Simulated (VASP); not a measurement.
# LiF (F-43m) in VASP: relaxation of cell and atoms with PBE

Aim: the relaxation of cell and atoms of LiF with PBE.

Program: VASP 6.6.1. These are calculated values, not measurements. Logs are shortened: lines on timing, memory, paths and dates and some standing lists are left out, and cuts for length are marked.

## Step 1: The cell of the first run

Symmetry: F-43m, No. 216, cubic system. Conventional cell: a = 3.649 Å, b = 3.649 Å, c = 3.649 Å, α = 90.00°, β = 90.00°, γ = 90.00°. Within 2.1 Å of Li (site symmetry -43m) lie 4 F at 1.58 Å. F (site symmetry -43m) has 4 Li at 1.58 Å within 2.1 Å.

## Step 2: Relaxation of cell and atoms, PBE

INCAR reads:

```
SYSTEM = LiF
PREC = Accurate
ENCUT = 1350
EDIFF = 1E-7
ISMEAR = -1
SIGMA = 0.02
LREAL = .FALSE.
LASPH = .TRUE.
NELM = 120
ALGO = Normal
ISIF = 3
LWAVE = .FALSE.
LCHARG = .FALSE.
GGA = PE
IBRION = 2
NSW = 80
EDIFFG = -0.005
GGA_COMPAT = .FALSE.
NELMIN = 4
```

KPOINTS reads:

```
regular mesh
0
G
  10 10 10
  0 0 0
```

POSCAR reads:

```
LiF
1.0
    0.0000000000      1.8244268506      1.8244268506
    1.8244268506      0.0000000000      1.8244268506
    1.8244268506      1.8244268506      0.0000000000
Li F
1 1
Direct
    0.0000000000      0.0000000000      0.0000000000
    0.2500000000      0.2500000000      0.2500000000
```

Potentials or basis: VASP PAW PBE potentials, release 64 (Li_sv, F_h).

Command:

```bash
> cat potpaw_PBE.64/Li_sv/POTCAR potpaw_PBE.64/F_h/POTCAR > POTCAR
> mpirun -np 1 vasp_std > vasp.out
```

OUTCAR:

```text
SYSTEM = LiF
   PREC = Accurate
   ENCUT = 1350
   EDIFF = 1E-7
   ISMEAR = -1
   LREAL = .FALSE.
   LASPH = .TRUE.
   NELM = 120
   ISIF = 3
   GGA = PE
   IBRION = 2
   NSW = 80
   EDIFFG = -0.005
   NELMIN = 4

 ion  position               nearest neighbor table
   1  0.000  0.000  0.000-   2 1.58   2 1.58   2 1.58   2 1.58
   2  0.250  0.250  0.250-   1 1.58   1 1.58   1 1.58   1 1.58

  LATTYP: Found a face centered cubic cell.
 ALAT       =     3.6488537012

  Lattice vectors:

 A1 = (   0.0000000000,   1.8244268506,   1.8244268506)
 A2 = (   1.8244268506,   0.0000000000,   1.8244268506)
 A3 = (   1.8244268506,   1.8244268506,   0.0000000000)

Analysis of symmetry for initial positions (statically):
=====================================================================
 Subroutine PRICEL returns:
 Original cell was already a primitive cell.

 Routine SETGRP: Setting up the symmetry group for a
 face centered cubic supercell.

 Subroutine GETGRP returns: Found 24 space group operations
 (whereof 24 operations were pure point group operations)
 out of a pool of 48 trial point group operations.

The static configuration has the point symmetry T_d .

Analysis of symmetry for dynamics (positions and initial velocities):
=====================================================================
 Subroutine PRICEL returns:
 Original cell was already a primitive cell.

 Routine SETGRP: Setting up the symmetry group for a
 face centered cubic supercell.

 Subroutine GETGRP returns: Found 24 space group operations
 (whereof 24 operations were pure point group operations)
 out of a pool of 48 trial point group operations.

The dynamic configuration has the point symmetry T_d .

 Subroutine INISYM returns: Found 24 space group operations
 (whereof 24 operations are pure point group operations),
 and found     1 'primitive' translations

----------------------------------------------------------------------------------------

                                     Primitive cell

  volume of cell :      12.1453

  direct lattice vectors                    reciprocal lattice vectors
     0.000000000  1.824426851  1.824426851    -0.274058672  0.274058672  0.274058672
     1.824426851  0.000000000  1.824426851     0.274058672 -0.274058672  0.274058672
     1.824426851  1.824426851  0.000000000     0.274058672  0.274058672 -0.274058672

  length of vectors
     2.580129196  2.580129196  2.580129196     0.474683544  0.474683544  0.474683544

  position of ions in fractional coordinates (direct lattice)
     0.000000000  0.000000000  0.000000000
     0.250000000  0.250000000  0.250000000

  ion indices of the primitive-cell ions
   primitive index   ion index
                 1           1
                 2           2

----------------------------------------------------------------------------------------

 KPOINTS: regular mesh

Automatic generation of k-mesh.
 Grid dimensions read from file:
 generate k-points for:   10   10   10

 Generating k-lattice:

  Cartesian coordinates                     Fractional coordinates (reciprocal lattice)
    -0.027405867  0.027405867  0.027405867     0.100000000  0.000000000  0.000000000
     0.027405867 -0.027405867  0.027405867     0.000000000  0.100000000  0.000000000
     0.027405867  0.027405867 -0.027405867     0.000000000  0.000000000  0.100000000

  Length of vectors
     0.047468354  0.047468354  0.047468354

  Shift w.r.t. Gamma in fractional coordinates (k-lattice)
     0.000000000  0.000000000  0.000000000

 Subroutine IBZKPT returns following result:
 ===========================================

 Found     47 irreducible k-points:

 Following reciprocal coordinates:
            Coordinates               Weight
  0.000000  0.000000  0.000000      1.000000
  0.100000  0.000000  0.000000      8.000000
  0.200000  0.000000  0.000000      8.000000
  0.300000  0.000000  0.000000      8.000000
  0.400000  0.000000  0.000000      8.000000
  0.500000  0.000000  0.000000      4.000000
[... 16 lines left out ...]
  0.300000  0.300000  0.000000      6.000000
  0.400000  0.300000  0.000000     24.000000
 [... further k-points ...]
   k-points           NKPTS =     47   k-points in BZ     NKDIM =     47   number of bands    NBANDS=      9
   number of dos      NEDOS =    301   number of ions     NIONS =      2
   total plane-waves  NPLWV =  32768
   dimension x,y,z NGX =    32 NGY =   32 NGZ =   32
   dimension x,y,z NGXF=    64 NGYF=   64 NGZF=   64
   ions per type =               1   1
   NGX,Y,Z   is equivalent  to a cutoff of  20.62, 20.62, 20.62 a.u.
   NGXF,Y,Z  is equivalent  to a cutoff of  41.24, 41.24, 41.24 a.u.
 SYSTEM =  LiF
   PREC   = accura    normal or accurate (medium, high low for compatibility)
   ISTART =      0    job   : 0-new  1-cont  2-samecut
   ICHARG =      2    charge: 1-file 2-atom 10-const
   ISPIN  =      1    spin polarized calculation?
   LNONCOLLINEAR =      F non collinear calculations
   LSORBIT =      F    spin-orbit coupling
   LASPH  =      T    aspherical Exc in radial PAW
   ENCUT  = 1350.0 eV  99.22 Ry    9.96 a.u.   7.73  7.73  7.73*2*pi/ulx,y,z
   NELM   =    120;   NELMIN=  4; NELMDL= -5     # of ELM steps
   EDIFF  = 0.1E-06   stopping-criterion for ELM
   LREAL  =      F    real-space projection
   EDIFFG = -.5E-02   stopping-criterion for IOM
   NSW    =     80    number of steps for IOM
   IBRION =      2    ionic relax: 0-MD 1-quasi-New 2-CG
   NFREE  =      1    steps in history (QN), initial steepest desc. (CG)
   ISIF   =      3    stress and relaxation
   ISYM   =      2    0-nonsym 1-usesym 2-fastsym
   POTIM  = 0.5000    time-step for ionic-motion
   TEBEG  =    0.0;   TEEND  =   0.0 temperature during run
   PSTRESS=    0.0 pullay stress
   NELECT =      10.0000    total number of electrons
   NUPDOWN=      -1.0000    fix difference up-down
   EMIN   =  10.00;   EMAX   =-10.00  energy-range for DOS
   EFERMI =   0.00;   METHOD = LEGACY
   ISMEAR =    -1;   SIGMA  =   0.02  broadening in eV -4-tet -1-fermi 0-gaus
   EFERMI_NEDOS =   21; number of points for ismear=-14 and -15
   IALGO  =     38    algorithm
   IMIX   =      4    mixing-type and parameters
     AMIX     =   0.40;   BMIX     =  1.00
     AMIX_MAG =   1.60;   BMIX_MAG =  1.00
  volume/ion in A,a.u.               =       6.07        40.98
  Fermi-wavevector in a.u.,A,eV,Ry     =   1.534399  2.899594 32.033299  2.354381
  Thomas-Fermi vector in A             =   2.641333
   LORBIT       =      0    0 simple, 1 ext, 2 COOP (PROOUT), +10 PAW based schemes
   GGA     = PE    functional components
   LHFCALC =     F    Hartree Fock is set to
   AEXX    =    0.0000 exact exchange contribution
   IVDW    =     0    specifies the selected vdW correction
   LEPSILON=     F    determine dielectric tensor
   LRPA    =     F    only Hartree local field effects (RPA)
 conjugate gradient relaxation of ions
 non-spin polarized calculation
  energy-cutoff  :     1350.00
  volume of cell :       12.15
 maximum number of plane-waves:      1387
   NGX = 15   NGY = 15   NGZ = 15

--------------------------------------- Ionic step        1  -------------------------------------------

 number of electron      10.0000000 magnetization

 number of electron       9.9999999 magnetization

 Free energy of the ion-electron system (eV)
  ---------------------------------------------------
  ext. energy  EPLUGINS =         0.00000000
  ---------------------------------------------------
  free energy    TOTEN  =        -8.16545766 eV

  energy without entropy =       -8.16545766  energy(sigma->0) =       -8.16545766

 E-fermi :   1.8270     XC(G=0): -11.2350

 val. band max:        1.3104183546   @ k =   0.0000   0.0000   0.0000
 cond. band min:      12.6360799044   @ k =   0.0000   0.0000   0.0000
 fundamental gap:     11.3256615498
 Fermi energy:         1.8269555519

 k-point     1 :       0.0000    0.0000    0.0000
  band No.  band energies     occupation
      1     -38.4617      2.00000
      2     -18.8829      2.00000
      3       1.3104      2.00000
      4       1.3104      2.00000
      5       1.3104      2.00000
      6      12.6361      0.00000
      7      25.1161      0.00000
      8      25.1161      0.00000
      9      25.1161      0.00000
[... 265 lines left out ...]
 k-point    24 :       0.4000    0.3000    0.0000
  band No.  band energies     occupation
      1     -38.1554      2.00000
      2     -18.6637      2.00000
      3      -1.0457      2.00000
      4       0.0458      2.00000
      5       0.1236      2.00000
      6      14.2040      0.00000
      7      21.7302      0.00000
      8      26.3643      0.00000
      9      26.8161      0.00000

 [... further k-points ...]
[... 5 lines left out ...]
  --------------------------------------------------------------------------------------
  -------------------------------------------------------------------------------------
  Total        6.5378953      6.5378953      6.5378953      0.0000000     -0.0000000     -0.0000000
  in kB      862.4604350    862.4604350    862.4604350      0.0000000     -0.0000000     -0.0000000
  external PRESSURE =     862.4604350 kB  Pullay stress =       0.0000000 kB
[... 89 lines left out ...]
  FREE ENERGIE OF THE ION-ELECTRON SYSTEM (eV)
  ---------------------------------------------------
  free  energy   TOTEN  =        -9.6064154821 eV

  energy  without entropy=       -9.6064154821  energy(sigma->0) =       -9.60641548

[... ionic steps 4 to 18 ...]

--------------------------------------- Ionic step       19  -------------------------------------------

 number of electron      10.0000004 magnetization

------------------------ aborting loop because EDIFF is reached ----------------------------------------
[... 67 lines left out ...]
--------------------------------------- Ionic step       21  -------------------------------------------

 number of electron      10.0000005 magnetization

 Free energy of the ion-electron system (eV)
  ---------------------------------------------------
  ext. energy  EPLUGINS =         0.00000000
  ---------------------------------------------------
  free energy    TOTEN  =        -9.61302564 eV

  energy without entropy =       -9.61302564  energy(sigma->0) =       -9.61302564

 E-fermi :  -1.9403     XC(G=0):  -8.6525

 val. band max:       -2.3274153186   @ k =   0.0000   0.0000   0.0000
 cond. band min:       5.3327005234   @ k =   0.0000   0.0000   0.0000
 fundamental gap:      7.6601158420
 Fermi energy:        -1.9402933924

 k-point     1 :       0.0000    0.0000    0.0000
  band No.  band energies     occupation
      1     -42.7856      2.00000
      2     -21.5946      2.00000
      3      -2.3274      2.00000
      4      -2.3274      2.00000
      5      -2.3274      2.00000
      6       5.3327      0.00000
      7      16.7624      0.00000
      8      16.7624      0.00000
      9      16.7624      0.00000
[... 265 lines left out ...]
 k-point    24 :       0.4000    0.3000    0.0000
  band No.  band energies     occupation
      1     -42.7528      2.00000
      2     -21.4167      2.00000
      3      -3.5521      2.00000
      4      -2.9224      2.00000
      5      -2.9045      2.00000
      6       7.9738      0.00000
      7      14.0015      0.00000
      8      16.5598      0.00000
      9      16.6064      0.00000

 [... further k-points ...]
[... 5 lines left out ...]
  --------------------------------------------------------------------------------------
  -------------------------------------------------------------------------------------
  Total       -0.0075913     -0.0075913     -0.0075913      0.0000000      0.0000000      0.0000000
  in kB       -0.5877258     -0.5877258     -0.5877258      0.0000000      0.0000000      0.0000000
  external PRESSURE =      -0.5877258 kB  Pullay stress =       0.0000000 kB
[... 17 lines left out ...]
  FREE ENERGIE OF THE ION-ELECTRON SYSTEM (eV)
  ---------------------------------------------------
  free  energy   TOTEN  =        -9.6130256414 eV

  energy  without entropy=       -9.6130256414  energy(sigma->0) =       -9.61302564

 reached required accuracy - stopping structural energy minimisation
```

It took 4.3 min on 1 thread of Intel Xeon Platinum 8375C at 2.90GHz (Ice Lake), shared host; peak memory 0.17 GiB.

Results:

```yaml
Free_energy: -9.6130 eV
Relaxed_volume: 10.35 Å³/atom
Relaxed_cell: a = 3.082 Å, b = 3.082 Å, c = 3.082 Å, α = 60.00°, β = 60.00°, γ = 60.00°
Space_group_after_relaxing_to_0.1_Å: F-43m (No. 216)
Energy_gained_by_relaxing: 723.8 meV/atom
Ionic_steps: 21
Pressure_after_relaxing: -0.1 GPa
Band_gap_on_the_k_mesh: 7.66 eV
```

The path:
| step | energy change (eV) | largest force (eV/Å) | pressure (GPa) | volume (Å³) |
| --- | --- | --- | --- | --- |
| 1 | 0.0000 | 0.0000 | 86.25 | 12.15 |
| 2 | -1.4145 | 0.0000 | 6.19 | 18.85 |
| 3 | -1.4410 | 0.0000 | 2.57 | 19.83 |
| 4 | -1.4355 | 0.0000 | -3.06 | 21.89 |
| 5 | -1.4476 | 0.0000 | -0.08 | 20.70 |
| 6 | -1.4473 | 0.0000 | 0.50 | 20.50 |
| 7 | -1.4473 | 0.0000 | 0.49 | 20.50 |
| 8 | -1.4473 | 0.0000 | 0.48 | 20.50 |
| 9 | -1.4473 | 0.0000 | 0.48 | 20.50 |
| 10 | -1.4473 | 0.0000 | 0.48 | 20.50 |
| 11 | -1.4473 | 0.0000 | 0.48 | 20.50 |
| 12 | -1.4473 | 0.0000 | 0.48 | 20.50 |
| 13 | -1.4473 | 0.0000 | 0.48 | 20.51 |
| 14 | -1.4473 | 0.0000 | 0.48 | 20.51 |
| 15 | -1.4473 | 0.0000 | 0.47 | 20.51 |
| 16 | -1.4473 | 0.0000 | 0.47 | 20.51 |
| 17 | -1.4473 | 0.0000 | 0.45 | 20.52 |
| 18 | -1.4474 | 0.0000 | 0.41 | 20.53 |
| 19 | -1.4474 | 0.0000 | 0.35 | 20.55 |
| 20 | -1.4475 | 0.0000 | 0.21 | 20.60 |
| 21 | -1.4476 | 0.0000 | -0.06 | 20.69 |

Final structure:
```xyz
2
Lattice="0.0000 2.1791 2.1791 2.1791 0.0000 2.1791 2.1791 2.1791 0.0000" Properties=species:S:1:pos:R:3 pbc="T T T"
Li    0.0000    0.0000    0.0000
F     1.0895    1.0895    1.0895
```

Caveat: the volume moved by over 15 % at a fixed basis, so the end points are rough; the structure was generated, so it needn't be the stable form of LiF.
